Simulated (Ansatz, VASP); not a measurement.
# Two plane-wave programs on BN

INCAR

```
SYSTEM = BN
ALGO     = Normal         ! electronic algorithm
EDIFF    = 1E-6           ! SCF threshold, eV
ENCUT    = 600            ! plane-wave cutoff, eV
GGA      = PE             ! functional
GGA_COMPAT= .FALSE.      
ISIF     = 2              ! what is computed and relaxed
ISMEAR   = 0              ! smearing method
IVDW     = 12             ! dispersion correction
LASPH    = .TRUE.         ! aspherical terms in the spheres
LCHARG   = .FALSE.        ! write CHGCAR
LREAL    = .FALSE.        ! projectors in reciprocal space
LWAVE    = .FALSE.        ! write WAVECAR
NBANDS   = 11             ! bands
NELM     = 120            ! most SCF steps
PREC     = Accurate       ! precision mode
SIGMA    = 0.05           ! smearing width, eV
```

The input KPOINTS:

```
k-points
0
G
  12 12 12
  0 0 0
```

Contents of POSCAR:

```
BN
1.0
    1.2027024292      0.6943805712      3.2955578494
   -1.2027024292      0.6943805712      3.2955578494
    0.0000000000     -1.3887611425      3.2955578494
B N
1 1
Direct
    0.9996948958      0.9996948958      0.9996948958
    0.3327381042      0.3327381042      0.3327381042
```

Input for Ansatz:

```yaml
crystal:
  lattice:
    - [1.2027024292, 0.6943805712, 3.2955578494]
    - [-1.2027024292, 0.6943805712, 3.2955578494]
    - [0.0, -1.3887611425, 3.2955578494]
  atoms:
    - { symbol: B, position: [0.9996948958, 0.9996948958, 0.9996948958] }
    - { symbol: "N", position: [0.3327381042, 0.3327381042, 0.3327381042] }
basis:
  ecutwfc: 520.0
kpoints:
  mp_grid: { grid: [12, 12, 12] }
hamiltonian:
  xc: pbe
  pseudopotentials: { kind: paw, azcp: { folder: soft_1 } }
  dispersion: d3bj
scf:
  occupations: { method: gaussian, width: 0.05 }
output:
  forces: true
  stress: true
  eigenvalues: true
```

Change from the starting cell: mode 4 frozen in at +0.000 Å, equal normal strain along x and y -0.0400.

Alike in both runs: task single point; functional PBE; dispersion D3(BJ); k mesh 12 × 12 × 12; occupations gaussian, width 0.05 eV; no spin polarisation.

|  | VASP | Ansatz |
| --- | --- | --- |
| version | VASP 6.6.1 | Ansatz 0.2.0 |
| potentials or method | VASP PAW PBE potentials, release 64 (B, N), cutoff 600 eV | scalar-relativistic, plane waves, PAW |
| valence electrons in the cell | 8 | 8 |

Ansatz gave:

* gap on the k mesh at the Fermi level (eV): 4.46
* least direct gap on the mesh (eV): 4.99
* pressure (GPa): 35.6
* traceless stress, the component that is largest in VASP (GPa): -35.90

Problem. What did VASP give for the same quantities?

Solution. gap on the k mesh at the Fermi level (eV): 4.45; least direct gap on the mesh (eV): 4.99; pressure (GPa): 35.7; traceless stress, the component that is largest in VASP (GPa): -36.27.

Both programs put the cell under a high pressure, so it lies far from rest at this level.
